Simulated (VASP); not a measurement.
# Te (P6_3/mmc) in VASP: a series of runs

Runs on Te. Level: revPBE. Tasks: single point.

Program: VASP 6.6.1. These are calculated values, not measurements. Logs are shortened: lines on timing, memory, paths and dates and some standing lists are left out, and cuts for length are marked.

## (1) The cell of the first run

It takes space group P6_3/mmc (No. 194, hexagonal). The conventional cell has a = 4.177 Å, b = 4.177 Å, c = 8.083 Å, α = 90.00°, β = 90.00°, γ = 120.00°. Te (site symmetry -3m) has 14 Te at 3.15 to 4.18 Å within 4.2 Å. Te (site symmetry -6m2) has 12 Te at 3.15 to 4.18 Å within 4.2 Å.

This isn't the form of Te at room conditions, which is trigonal, of chains.

## (2) Single point, revPBE (30.54 Å³/atom)

INCAR

```
SYSTEM = Te
ALGO     = Normal         ! electronic algorithm
EDIFF    = 1E-6           ! SCF threshold, eV
ENCUT    = 520            ! plane-wave cutoff, eV
GGA      = RE             ! functional
ISIF     = 2              ! what is computed and relaxed
ISMEAR   = -1             ! smearing method
LASPH    = .True.         ! aspherical terms in the spheres
LCHARG   = .False.        ! write CHGCAR
LREAL    = .False.        ! projectors in reciprocal space
LWAVE    = .False.        ! write WAVECAR
NBANDS   = 20             ! bands
NELM     = 80             ! most SCF steps
PREC     = Accurate       ! precision mode
SIGMA    = 0.1            ! smearing width, eV
```

KPOINTS

```
k-points
0
Gamma
  10 10 5
  0 0 0
```

POSCAR

```
Te
1.0
    4.1773079728      0.0000000000      0.0000000000
   -2.0886539864      3.6176548239      0.0000000000
    0.0000000000      0.0000000000      8.0829903771
Te
4
Direct
    0.0000000000      1.0000000000      0.0000000000
    0.0000000000      1.0000000000      0.5000000000
    0.3333333333      0.6666666667      0.2500000000
    0.6666666667      0.3333333333      0.7500000000
```

Potentials or basis: VASP PAW PBE potentials, release 64 (Te).

Launch:

```
$ cat potpaw_PBE.64/Te/POTCAR > POTCAR
$ mpirun -np 1 vasp_std > vasp.out
```

OUTCAR:

```text
SYSTEM = Te
   EDIFF = 1E-6
   ENCUT = 520
   GGA = RE
   ISIF = 2
   ISMEAR = -1
   LASPH = .True.
   LREAL = .False.
   NELM = 80
   PREC = Accurate

 ion  position               nearest neighbor table
   1  0.000  0.000  0.000-   3 3.15   4 3.15   4 3.15   3 3.15   4 3.15   3 3.15
   2  0.000  0.000  0.500-   3 3.15   4 3.15   4 3.15   3 3.15   4 3.15   3 3.15
   3  0.333  0.667  0.250-   1 3.15   2 3.15   1 3.15   2 3.15   1 3.15   2 3.15
   4  0.667  0.333  0.750-   1 3.15   2 3.15   1 3.15   2 3.15   1 3.15   2 3.15

  LATTYP: Found a hexagonal cell.
 ALAT       =     4.1773079728
 C/A-ratio  =     1.9349759294

  Lattice vectors:

 A1 = (   4.1773079728,   0.0000000000,   0.0000000000)
 A2 = (  -2.0886539864,   3.6176548239,   0.0000000000)
 A3 = (   0.0000000000,   0.0000000000,   8.0829903771)

Analysis of symmetry for initial positions (statically):
=====================================================================
 Subroutine PRICEL returns:
 Original cell was already a primitive cell.

 Routine SETGRP: Setting up the symmetry group for a
 hexagonal supercell.

 Subroutine GETGRP returns: Found 24 space group operations
 (whereof 12 operations were pure point group operations)
 out of a pool of 24 trial point group operations.

The static configuration has the point symmetry D_3d.
 The point group associated with its full space group is D_6h.

Analysis of symmetry for dynamics (positions and initial velocities):
=====================================================================
 Subroutine PRICEL returns:
 Original cell was already a primitive cell.

 Routine SETGRP: Setting up the symmetry group for a
 hexagonal supercell.

 Subroutine GETGRP returns: Found 24 space group operations
 (whereof 12 operations were pure point group operations)
 out of a pool of 24 trial point group operations.

The dynamic configuration has the point symmetry D_3d.
 The point group associated with its full space group is D_6h.

 Subroutine INISYM returns: Found 24 space group operations
 (whereof 12 operations are pure point group operations),
 and found     1 'primitive' translations

----------------------------------------------------------------------------------------

                                     Primitive cell

  volume of cell :     122.1506

  direct lattice vectors                    reciprocal lattice vectors
     4.177307973  0.000000000  0.000000000     0.239388622  0.138211085  0.000000000
    -2.088653986  3.617654824  0.000000000     0.000000000  0.276422171  0.000000000
     0.000000000  0.000000000  8.082990377     0.000000000  0.000000000  0.123716589

  length of vectors
     4.177307973  4.177307973  8.082990377     0.276422171  0.276422171  0.123716589

  position of ions in fractional coordinates (direct lattice)
     0.000000000  0.000000000  0.000000000
     0.000000000  0.000000000  0.500000000
     0.333333333  0.666666667  0.250000000
     0.666666667  0.333333333  0.750000000

  ion indices of the primitive-cell ions
   primitive index   ion index
                 1           1
                 2           2
                 3           3
                 4           4

----------------------------------------------------------------------------------------

 KPOINTS: k-points

Automatic generation of k-mesh.
 Grid dimensions read from file:
 generate k-points for:   10   10    5

 Generating k-lattice:

  Cartesian coordinates                     Fractional coordinates (reciprocal lattice)
     0.023938862  0.013821109  0.000000000     0.100000000  0.000000000  0.000000000
     0.000000000  0.027642217  0.000000000     0.000000000  0.100000000  0.000000000
     0.000000000  0.000000000  0.024743318     0.000000000  0.000000000  0.200000000

  Length of vectors
     0.027642217  0.027642217  0.024743318

  Shift w.r.t. Gamma in fractional coordinates (k-lattice)
     0.000000000  0.000000000  0.000000000

 Subroutine IBZKPT returns following result:
 ===========================================

 Found     42 irreducible k-points:

 Following reciprocal coordinates:
            Coordinates               Weight
  0.000000  0.000000  0.000000      1.000000
  0.100000 -0.000000  0.000000      6.000000
  0.200000 -0.000000  0.000000      6.000000
  0.300000 -0.000000  0.000000      6.000000
  0.400000  0.000000  0.000000      6.000000
  0.500000 -0.000000  0.000000      3.000000
[... 16 lines left out ...]
  0.300000  0.100000  0.200000     24.000000
  0.400000  0.100000  0.200000     24.000000
 [... further k-points ...]
   k-points           NKPTS =     42   k-points in BZ     NKDIM =     42   number of bands    NBANDS=     20
   number of dos      NEDOS =    301   number of ions     NIONS =      4
   total plane-waves  NPLWV =  61440
   dimension x,y,z NGX =    32 NGY =   32 NGZ =   60
   dimension x,y,z NGXF=    64 NGYF=   64 NGZF=  120
   ions per type =               4
   NGX,Y,Z   is equivalent  to a cutoff of  12.74, 12.74, 12.34 a.u.
   NGXF,Y,Z  is equivalent  to a cutoff of  25.47, 25.47, 24.68 a.u.
 SYSTEM =  Te
   PREC   = accura    normal or accurate (medium, high low for compatibility)
   ISTART =      0    job   : 0-new  1-cont  2-samecut
   ICHARG =      2    charge: 1-file 2-atom 10-const
   ISPIN  =      1    spin polarized calculation?
   LNONCOLLINEAR =      F non collinear calculations
   LSORBIT =      F    spin-orbit coupling
   LASPH  =      T    aspherical Exc in radial PAW
   ENCUT  =  520.0 eV  38.22 Ry    6.18 a.u.   7.77  7.77 15.03*2*pi/ulx,y,z
   NELM   =     80;   NELMIN=  2; NELMDL= -5     # of ELM steps
   EDIFF  = 0.1E-05   stopping-criterion for ELM
   LREAL  =      F    real-space projection
   EDIFFG = 0.1E-04   stopping-criterion for IOM
   NSW    =      0    number of steps for IOM
   IBRION =     -1    ionic relax: 0-MD 1-quasi-New 2-CG
   NFREE  =      0    steps in history (QN), initial steepest desc. (CG)
   ISIF   =      2    stress and relaxation
   ISYM   =      2    0-nonsym 1-usesym 2-fastsym
   POTIM  = 0.5000    time-step for ionic-motion
   TEBEG  =    0.0;   TEEND  =   0.0 temperature during run
   PSTRESS=    0.0 pullay stress
   NELECT =      24.0000    total number of electrons
   NUPDOWN=      -1.0000    fix difference up-down
   EMIN   =  10.00;   EMAX   =-10.00  energy-range for DOS
   EFERMI =   0.00;   METHOD = LEGACY
   ISMEAR =    -1;   SIGMA  =   0.10  broadening in eV -4-tet -1-fermi 0-gaus
   EFERMI_NEDOS =   21; number of points for ismear=-14 and -15
   IALGO  =     38    algorithm
   IMIX   =      4    mixing-type and parameters
     AMIX     =   0.40;   BMIX     =  1.00
     AMIX_MAG =   1.60;   BMIX_MAG =  1.00
  volume/ion in A,a.u.               =      30.54       206.08
  Fermi-wavevector in a.u.,A,eV,Ry     =   0.951729  1.798507 12.323998  0.905788
  Thomas-Fermi vector in A             =   2.080226
   LORBIT       =      0    0 simple, 1 ext, 2 COOP (PROOUT), +10 PAW based schemes
   GGA     = RE    functional components
   LHFCALC =     F    Hartree Fock is set to
   AEXX    =    0.0000 exact exchange contribution
   IVDW    =     0    specifies the selected vdW correction
   LEPSILON=     F    determine dielectric tensor
   LRPA    =     F    only Hartree local field effects (RPA)
 non-spin polarized calculation
  energy-cutoff  :      520.00
  volume of cell :      122.15
 maximum number of plane-waves:      3313
 NGX is ok and might be reduce to    32
   NGX = 15   NGY = 15   NGZ = 31

 number of electron      24.0000001 magnetization

 Free energy of the ion-electron system (eV)
  ---------------------------------------------------
  ext. energy  EPLUGINS =         0.00000000
  ---------------------------------------------------
  free energy    TOTEN  =       -10.63170084 eV

  energy without entropy =      -10.54599710  energy(sigma->0) =      -10.58884897

 E-fermi :   7.4092     XC(G=0):  -9.5413

 val. band max:        7.3357303683   @ k =   0.1000  -0.0000   0.4000
 cond. band min:       7.4234829001   @ k =   0.2000  -0.0000   0.4000
 fundamental gap:      0.0877525317
 Fermi energy:         7.4091514134

 k-point     1 :       0.0000    0.0000    0.0000
  band No.  band energies     occupation
      1      -6.7021      2.00000
      2      -4.7488      2.00000
      3      -4.6343      2.00000
      4      -0.9203      2.00000
      5       3.2325      2.00000
      6       4.7335      2.00000
[... 12 lines left out ...]
     19      12.6039      0.00000
     20      13.0309      0.00000

 k-point     2 :       0.1000   -0.0000    0.0000
  band No.  band energies     occupation
      1      -6.6095      2.00000
      2      -4.6838      2.00000
      3      -4.5652      2.00000
      4      -1.0968      2.00000
      5       3.3178      2.00000
      6       4.3773      2.00000
[... 12 lines left out ...]
     19      12.8920      0.00000
     20      13.3129      0.00000

 k-point     3 :       0.2000   -0.0000    0.0000
  band No.  band energies     occupation
      1      -6.3362      2.00000
      2      -4.5057      2.00000
      3      -4.3709      2.00000
      4      -1.5888      2.00000
      5       3.2441      2.00000
      6       3.4672      2.00000
[... 12 lines left out ...]
     19      13.5090      0.00000
     20      13.6681      0.00000

 k-point     4 :       0.3000   -0.0000    0.0000
  band No.  band energies     occupation
      1      -5.8999      2.00000
      2      -4.2786      2.00000
      3      -4.0968      2.00000
      4      -2.2702      2.00000
      5       2.1929      2.00000
      6       2.6969      2.00000
[... 429 lines left out ...]
 k-point    23 :       0.3000    0.1000    0.2000
  band No.  band energies     occupation
      1      -5.4991      2.00000
      2      -4.5399      2.00000
      3      -3.5503      2.00000
      4      -2.7424      2.00000
      5       1.7726      2.00000
      6       2.4903      2.00000
[... 12 lines left out ...]
     19      13.4717      0.00000
     20      14.5433      0.00000

 k-point    24 :       0.4000    0.1000    0.2000
  band No.  band energies     occupation
      1      -4.9697      2.00000
      2      -4.3321      2.00000
      3      -3.6428      2.00000
      4      -3.2034      2.00000
      5       1.4822      2.00000
      6       1.9429      2.00000
[... 12 lines left out ...]
     19      14.7315      0.00000
     20      15.2027      0.00000

 [... further k-points ...]

------------------------ aborting loop because EDIFF is reached ----------------------------------------

  FORCE on cell =-STRESS in cart. coord.  units (eV):
  Direction    XX          YY          ZZ          XY          YZ          ZX
  --------------------------------------------------------------------------------------
  -------------------------------------------------------------------------------------
  Total        2.8820721      2.8820721      4.5201929     -0.0000000      0.0000000     -0.0000000
  in kB       37.8024316     37.8024316     59.2886912     -0.0000000      0.0000000     -0.0000000
  external PRESSURE =      44.9645181 kB  Pullay stress =       0.0000000 kB

 VOLUME and BASIS-vectors are now :
 -----------------------------------------------------------------------------
  energy-cutoff  :      520.00
  volume of cell :      122.15
      direct lattice vectors                 reciprocal lattice vectors
     4.177307973  0.000000000  0.000000000     0.239388622  0.138211085  0.000000000
    -2.088653986  3.617654824  0.000000000     0.000000000  0.276422171  0.000000000
     0.000000000  0.000000000  8.082990377     0.000000000  0.000000000  0.123716589

 POSITION                                       TOTAL-FORCE (eV/Angst)
 -----------------------------------------------------------------------------------
      0.00000      0.00000      0.00000        -0.000000      0.000000     -0.000000
      0.00000      0.00000      4.04150        -0.000000      0.000000     -0.000000
     -0.00000      2.41177      2.02075         0.000000     -0.000000      0.000000
      2.08865      1.20588      6.06224        -0.000000      0.000000     -0.000000
 -----------------------------------------------------------------------------------
    total drift:                                0.000000     -0.000000      0.000000

  FREE ENERGIE OF THE ION-ELECTRON SYSTEM (eV)
  ---------------------------------------------------
  free  energy   TOTEN  =       -10.6317008375 eV

  energy  without entropy=      -10.5459970998  energy(sigma->0) =      -10.58884897
```

It took 48 s on 1 thread of Oxide Virtual Turin-like, shared host; peak memory 0.24 GiB.

What came out:

- Free energy: -10.6317 eV
- Pressure: 4.5 GPa
- Band gap on the k mesh: zero (bands 12 and 13 overlap by 2.13 eV)

Caveat: the cell stands under pressure; the PAW data sets were made with another functional, which shifts forces and pressure a little; spin-orbit coupling is left out, which moves the levels of the heavy elements.

(Continued in part 2 of 2.)

The gap in the log of VASP goes by the Fermi energy; the results here count the filled bands.